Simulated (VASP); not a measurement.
# Mn (P6_3/mmc) in VASP: a series of runs

The runs below take Mn through single point, with r2SCAN.

Everything below comes from runs of VASP 6.6.1. Logs are shortened: lines on timing, memory, paths and dates and some standing lists are left out, and cuts for length are marked.

### Step 1. The cell of the first run

The structure is hexagonal, space group P6_3/mmc (No. 194). Conventional cell: a = 2.450 Å, b = 2.450 Å, c = 3.972 Å, α = 90.00°, β = 90.00°, γ = 120.00°. Within 3.2 Å of Mn (site symmetry -6m2) lie 12 Mn at 2.44 to 2.45 Å.

This isn't the form of Mn at room conditions, which is a 58-atom cubic cell.

### Step 2. Single point, r2SCAN, collinear spin, ferromagnetic start

The input, POSCAR:

```
Mn
1.0
    2.4500788750      0.0000000000      0.0000000000
   -1.2250394376      2.1218305471      0.0000000000
    0.0000000000      0.0000000000      3.9717802890
Mn
2
Direct
    0.3333333333      0.6666666667      0.2500000000
    0.6666666667      0.3333333333      0.7500000000
```

The input, INCAR.step1:

```
SYSTEM = Mn
  PREC = Accurate
  ENCUT = 520
  ISMEAR = -1
  SIGMA = 0.05
  LREAL = .False.
  LASPH = .True.
  NELM = 150
  ISPIN = 2
  MAGMOM = 4 4
  LMAXMIX = 4
  NBANDS = 24
  GGA = PE
  ALGO = Normal
  EDIFF = 1E-4
  LWAVE = .True.
  LCHARG = .False.
```

The input, INCAR.step2:

```
SYSTEM = Mn
  PREC = Accurate
  ENCUT = 520
  EDIFF = 1E-6
  ISMEAR = -1
  SIGMA = 0.05
  LREAL = .False.
  LASPH = .True.
  NELM = 150
  ALGO = Normal
  ISIF = 2
  LWAVE = .False.
  LCHARG = .False.
  ISPIN = 2
  MAGMOM = 4 4
  LORBIT = 11
  LMAXMIX = 4
  METAGGA = R2SCAN
  LMIXTAU = .True.
  NBANDS = 24
  ISTART = 1
```

The input, KPOINTS:

```
Automatic mesh
0
Gamma
  12 12 7
  0 0 0
```

Potentials or basis: VASP PAW PBE potentials, release 64 (Mn_pv).

Started as:

```bash
$ cat potpaw_PBE.64/Mn_pv/POTCAR > POTCAR
$ cp INCAR.step1 INCAR
$ mpirun -np 1 vasp_std > vasp.out
$ cp INCAR.step2 INCAR
$ mpirun -np 1 vasp_std > vasp.out
```

OUTCAR:

```text
SYSTEM = Mn
   PREC = Accurate
   ENCUT = 520
   EDIFF = 1E-6
   ISMEAR = -1
   LREAL = .False.
   LASPH = .True.
   NELM = 150
   ISIF = 2
   ISPIN = 2
   LORBIT = 11
   METAGGA = R2SCAN
   ISTART = 1

 ion  position               nearest neighbor table
   1  0.333  0.667  0.250-   2 2.44   2 2.44   2 2.44   2 2.44   2 2.44   2 2.44
   2  0.667  0.333  0.750-   1 2.44   1 2.44   1 2.44   1 2.44   1 2.44   1 2.44

  LATTYP: Found a hexagonal cell.
 ALAT       =     2.4500788750
 C/A-ratio  =     1.6210826229

  Lattice vectors:

 A1 = (   2.4500788750,   0.0000000000,   0.0000000000)
 A2 = (  -1.2250394376,   2.1218305471,   0.0000000000)
 A3 = (   0.0000000000,   0.0000000000,   3.9717802890)

Analysis of symmetry for initial positions (statically):
=====================================================================
 Subroutine PRICEL returns:
 Original cell was already a primitive cell.

 Routine SETGRP: Setting up the symmetry group for a
 hexagonal supercell.

 Subroutine GETGRP returns: Found 24 space group operations
 (whereof 12 operations were pure point group operations)
 out of a pool of 24 trial point group operations.

The static configuration has the point symmetry D_3d.
 The point group associated with its full space group is D_6h.

Analysis of symmetry for dynamics (positions and initial velocities):
=====================================================================
 Subroutine PRICEL returns:
 Original cell was already a primitive cell.

 Routine SETGRP: Setting up the symmetry group for a
 hexagonal supercell.

 Subroutine GETGRP returns: Found 24 space group operations
 (whereof 12 operations were pure point group operations)
 out of a pool of 24 trial point group operations.

The dynamic configuration has the point symmetry D_3d.
 The point group associated with its full space group is D_6h.

Analysis of structural, dynamic, and magnetic symmetry:
=====================================================================
 Subroutine PRICEL returns:
 Original cell was already a primitive cell.

 Routine SETGRP: Setting up the symmetry group for a
 hexagonal supercell.

 Subroutine GETGRP returns: Found 24 space group operations
 (whereof 12 operations were pure point group operations)
 out of a pool of 24 trial point group operations.

The overall configuration has the point symmetry D_3d.
 The point group associated with its full space group is D_6h.

 Subroutine INISYM returns: Found 24 space group operations
[... 117 lines left out ...]
     AMIX_MAG =   1.60;   BMIX_MAG =  1.00
  volume/ion in A,a.u.               =      10.32        69.67
  Fermi-wavevector in a.u.,A,eV,Ry     =   1.767830  3.340715 42.521263  3.125225
  Thomas-Fermi vector in A             =   2.835138
   LORBIT       =     11    0 simple, 1 ext, 2 COOP (PROOUT), +10 PAW based schemes
   METAGGA = R2SCAN    functional components
   LHFCALC =     F    Hartree Fock is set to
   AEXX    =    0.0000 exact exchange contribution
   IVDW    =     0    specifies the selected vdW correction
   LEPSILON=     F    determine dielectric tensor
   LRPA    =     F    only Hartree local field effects (RPA)
 spin polarized calculation
  energy-cutoff  :      520.00
  volume of cell :       20.65
 maximum number of plane-waves:       574
   NGX =  9   NGY =  9   NGZ = 15

 number of electron      26.0000024 magnetization      -0.0000001

 number of electron      26.0000024 magnetization       0.0000001

 Free energy of the ion-electron system (eV)
  ---------------------------------------------------
  ext. energy  EPLUGINS =         0.00000000
  ---------------------------------------------------
  free energy    TOTEN  =       -28.54012331 eV

  energy without entropy =      -28.52009367  energy(sigma->0) =      -28.53010849

 E-fermi :  10.8209     XC(G=0): -15.6861

 val. band max:       10.8121918080   @ k =   0.4167   0.1667   0.2857
 cond. band min:      10.8295774473   @ k =   0.4167   0.0000   0.4286
 fundamental gap:      0.0173856393
 Fermi energy:        10.8208766233

 spin component 1

 k-point     1 :       0.0000    0.0000    0.0000
  band No.  band energies     occupation
      1     -39.3314      1.00000
      2     -38.5448      1.00000
      3     -38.5446      1.00000
      4     -38.4237      1.00000
      5     -38.4236      1.00000
      6     -38.4134      1.00000
[... 637 lines left out ...]
     23      32.5720      0.00000
     24      34.9060      0.00000

 [... further k-points ...]

 spin component 2

 k-point     1 :       0.0000    0.0000    0.0000
  band No.  band energies     occupation
      1     -39.3314      1.00000
      2     -38.5448      1.00000
      3     -38.5446      1.00000
      4     -38.4237      1.00000
      5     -38.4236      1.00000
      6     -38.4134      1.00000
[... 637 lines left out ...]
     23      32.5720      0.00000
     24      34.9060      0.00000

 [... further k-points ...]

------------------------ aborting loop because EDIFF is reached ----------------------------------------

  FORCE on cell =-STRESS in cart. coord.  units (eV):
  Direction    XX          YY          ZZ          XY          YZ          ZX
  --------------------------------------------------------------------------------------
  -------------------------------------------------------------------------------------
  Total        0.3312335      0.3312335      0.5173983     -0.0000000      0.0000000     -0.0000000
  in kB       25.7021184     25.7021184     40.1476049     -0.0000000      0.0000000     -0.0000000
  external PRESSURE =      30.5172806 kB  Pullay stress =       0.0000000 kB

 VOLUME and BASIS-vectors are now :
 -----------------------------------------------------------------------------
  energy-cutoff  :      520.00
  volume of cell :       20.65
      direct lattice vectors                 reciprocal lattice vectors
     2.450078875  0.000000000  0.000000000     0.408150125  0.235645585  0.000000000
    -1.225039438  2.121830547  0.000000000     0.000000000  0.471291169  0.000000000
     0.000000000  0.000000000  3.971780289     0.000000000  0.000000000  0.251776263

 POSITION                                       TOTAL-FORCE (eV/Angst)
 -----------------------------------------------------------------------------------
     -0.00000      1.41455      0.99295        -0.000000      0.000000      0.000000
      1.22504      0.70728      2.97884         0.000000     -0.000000      0.000000
 -----------------------------------------------------------------------------------
    total drift:                               -0.000000      0.000000     -0.000000

  FREE ENERGIE OF THE ION-ELECTRON SYSTEM (eV)
  ---------------------------------------------------
  free  energy   TOTEN  =       -28.5401233120 eV

  energy  without entropy=      -28.5200936655  energy(sigma->0) =      -28.53010849

 total charge

# of ion       s       p       d       tot
------------------------------------------
    1        0.480   6.443   5.175  12.097
    2        0.480   6.443   5.175  12.097
--------------------------------------------------
tot          0.960  12.885  10.349  24.194

 magnetization (x)

# of ion       s       p       d       tot
------------------------------------------
    1       -0.000   0.000   0.000   0.000
    2       -0.000   0.000   0.000   0.000
--------------------------------------------------
tot         -0.000   0.000   0.000   0.000
```

Wall time 2.8 min (1 thread of AMD EPYC 9R45 (Zen 5), shared host); peak memory 0.15 GiB.

What came out:

| Item | Value |
| --- | --- |
| Free energy | -28.5401 eV |
| Pressure | 3.1 GPa |
| Band gap on the k mesh | zero (filled and empty bands overlap) |
| Net moment | 0.00 μB per cell |
| Valence electrons inside the program's atomic spheres | Mn 12.10 |

Levels at points of the mesh, in eV from the Fermi level:
Spin up:
```tsv
k point	band 9	band 10	band 11	band 12	band 13	band 14	band 15	band 16	band 17	band 18
(0.00, 0.00, 0.00)	-1.08	-1.02	-1.02	-0.51	-0.51	0.10	0.10	0.62	1.79	1.79
(0.50, 0.00, 0.00)	-4.06	-1.54	-1.22	-1.02	-0.47	2.00	2.17	2.24	3.86	6.16
```
Spin down:
```tsv
k point	band 10	band 11	band 12	band 13	band 14	band 15	band 16	band 17
(0.00, 0.00, 0.00)	-1.02	-1.02	-0.51	-0.51	0.10	0.10	0.62	1.79
(0.50, 0.00, 0.00)	-1.54	-1.22	-1.02	-0.47	2.00	2.17	2.24	3.86
```

Caveat: the cell stands under pressure; the PAW data sets were made with another functional, which shifts forces and pressure a little.

### Step 3. Single point, r2SCAN, collinear spin, ferromagnetic start

This run uses another cell than the first one, of 10.54 Å³/atom.

The input, POSCAR:

```
Mn
1.0
    2.4669765047      0.0000000000      0.0000000000
   -1.2334882524      2.1364643236      0.0000000000
    0.0000000000      0.0000000000      3.9991727429
Mn
2
Direct
    0.3333333333      0.6666666667      0.2500000000
    0.6666666667      0.3333333333      0.7500000000
```

The input, INCAR.step1:

```
ALGO = Normal ; EDIFF = 1E-4
ENCUT = 520 ; GGA = PE
ISMEAR = -1 ; ISPIN = 2
LASPH = T ; LCHARG = F
LMAXMIX = 4 ; LREAL = F
LWAVE = T ; MAGMOM = 4 4
NBANDS = 24 ; NELM = 150
PREC = Accurate ; SIGMA = 0.05
```

The input, INCAR.step2:

```
ALGO = Normal ; EDIFF = 1E-6
ENCUT = 520 ; ISIF = 2
ISMEAR = -1 ; ISPIN = 2
ISTART = 1 ; LASPH = T
LCHARG = T ; LELF = T
LMAXMIX = 4 ; LMIXTAU = T
LORBIT = 11 ; LREAL = F
LVHAR = T ; LWAVE = F
MAGMOM = 4 4 ; METAGGA = R2SCAN
NBANDS = 24 ; NELM = 150
PREC = Accurate ; SIGMA = 0.05
```

The input, KPOINTS:

```
k-points
0
Gamma
  12 12 7
```

Potentials or basis: VASP PAW PBE potentials, release 64 (Mn_pv).

Started as:

```bash
$ cat potpaw_PBE.64/Mn_pv/POTCAR > POTCAR
$ cp INCAR.step1 INCAR
$ mpirun -np 1 vasp_std > vasp.out
$ cp INCAR.step2 INCAR
$ mpirun -np 1 vasp_std > vasp.out
```

It took 2.9 min on 1 thread of AMD EPYC 9R45 (Zen 5), shared host; peak memory 0.15 GiB.

The run converged. Its results:

```yaml
Free_energy: -28.5400 eV
Pressure: -3.3 GPa
Band_gap_on_the_k_mesh: zero (filled and empty bands overlap)
Net_moment: 0.00 μB per cell
Valence_electrons_inside_the_program's_atomic_spheres: Mn 12.05
```

Stress tensor (GPa, compression positive):
```
-3.81  0.00  0.00
 0.00 -3.81  0.00
 0.00  0.00 -2.29
```

Levels at points of the mesh, in eV from the Fermi level:
Spin up:
```
           k point  band 10  band 11  band 12  band 13  band 14  band 15  band 16  band 17
(0.00, 0.00, 0.00)    -0.98    -0.98    -0.49    -0.49     0.10     0.10     0.59     1.74
(0.50, 0.00, 0.00)    -1.53    -1.18    -0.99    -0.46     1.94     2.11     2.17     3.75
```
Spin down:
| k point | band 11 | band 12 | band 13 | band 14 | band 15 | band 16 |
| --- | --- | --- | --- | --- | --- | --- |
| (0.00, 0.00, 0.00) | -0.98 | -0.49 | -0.49 | 0.10 | 0.10 | 0.59 |
| (0.50, 0.00, 0.00) | -1.18 | -0.99 | -0.46 | 1.94 | 2.11 | 2.17 |

Caveat: the cell stands under tension; the PAW data sets were made with another functional, which shifts forces and pressure a little.

### Step 4. Single point, r2SCAN, collinear spin, ferromagnetic start

This run uses another cell than the first one, of 10.97 Å³/atom.

The input, POSCAR:

```
Mn
1.0
    2.5000942351      0.0000000000      0.0000000000
   -1.2500471176      2.1651451195      0.0000000000
    0.0000000000      0.0000000000      4.0528593201
Mn
2
Direct
    0.3333333333      0.6666666667      0.2500000000
    0.6666666667      0.3333333333      0.7500000000
```

The input, INCAR.step1:

```
ALGO     = Normal         # electronic algorithm
EDIFF    = 1E-4           # SCF threshold, eV
ENCUT    = 520            # plane-wave cutoff, eV
GGA      = PE             # functional
ISMEAR   = -1             # smearing method
ISPIN    = 2              # spin polarisation
LASPH    = True           # aspherical terms in the spheres
LCHARG   = False          # write CHGCAR
LMAXMIX  = 4              # l up to which the mixer works
LREAL    = False          # projectors in reciprocal space
LWAVE    = True           # write WAVECAR
MAGMOM   = 4 4            # initial moments
NBANDS   = 24             # bands
NELM     = 150            # most SCF steps
PREC     = Accurate       # precision mode
SIGMA    = 0.05           # smearing width, eV
```

The input, INCAR.step2:

```
ALGO     = Normal         # electronic algorithm
EDIFF    = 1E-7           # SCF threshold, eV
ENCUT    = 520            # plane-wave cutoff, eV
ISIF     = 2              # what is computed and relaxed
ISMEAR   = -1             # smearing method
ISPIN    = 2              # spin polarisation
ISTART   = 1            
LASPH    = True           # aspherical terms in the spheres
LCHARG   = False          # write CHGCAR
LMAXMIX  = 4              # l up to which the mixer works
LMIXTAU  = True         
LORBIT   = 11             # projections on sites
LREAL    = False          # projectors in reciprocal space
LWAVE    = False          # write WAVECAR
MAGMOM   = 4 4            # initial moments
METAGGA  = R2SCAN         # meta-GGA
NBANDS   = 24             # bands
NELM     = 150            # most SCF steps
PREC     = Accurate       # precision mode
SIGMA    = 0.05           # smearing width, eV
```

KPOINTS is that of step 3.

Started as:

```bash
$ cat potpaw_PBE.64/Mn_pv/POTCAR > POTCAR
$ cp INCAR.step1 INCAR
$ mpirun -np 1 vasp_std > vasp.out
$ cp INCAR.step2 INCAR
$ mpirun -np 1 vasp_std > vasp.out
```

Wall time 3.8 min (1 thread of AMD EPYC 9R45 (Zen 5), shared host); peak memory 0.15 GiB.

It converged, with:

| Item | Value |
| --- | --- |
| Free energy | -28.4938 eV |
| Pressure | -14.0 GPa |
| Band gap on the k mesh | zero (filled and empty bands overlap) |
| Net moment | 0.00 μB per cell |
| Valence electrons inside the program's atomic spheres | Mn 11.97 |

Stress tensor (GPa, compression positive):
```
-14.46   0.00   0.00
  0.00 -14.46   0.00
  0.00   0.00 -13.18
```

Levels at points of the mesh, in eV from the Fermi level:
Spin up:
```tsv
k point	band 9	band 10	band 11	band 12	band 13	band 14	band 15	band 16	band 17	band 18
(0.00, 0.00, 0.00)	-0.98	-0.92	-0.92	-0.46	-0.46	0.10	0.10	0.53	1.65	1.65
(0.50, 0.00, 0.00)	-3.73	-1.50	-1.11	-0.94	-0.44	1.84	1.99	2.05	3.55	5.71
```
Spin down:
```tsv
k point	band 9	band 10	band 11	band 12	band 13	band 14	band 15	band 16	band 17	band 18
(0.00, 0.00, 0.00)	-0.98	-0.92	-0.92	-0.46	-0.46	0.10	0.10	0.53	1.65	1.65
(0.50, 0.00, 0.00)	-3.73	-1.50	-1.11	-0.94	-0.44	1.84	1.99	2.05	3.55	5.71
```

Caveat: the cell stands under tension; the PAW data sets were made with another functional, which shifts forces and pressure a little.

(Continued in part 2 of 2.)
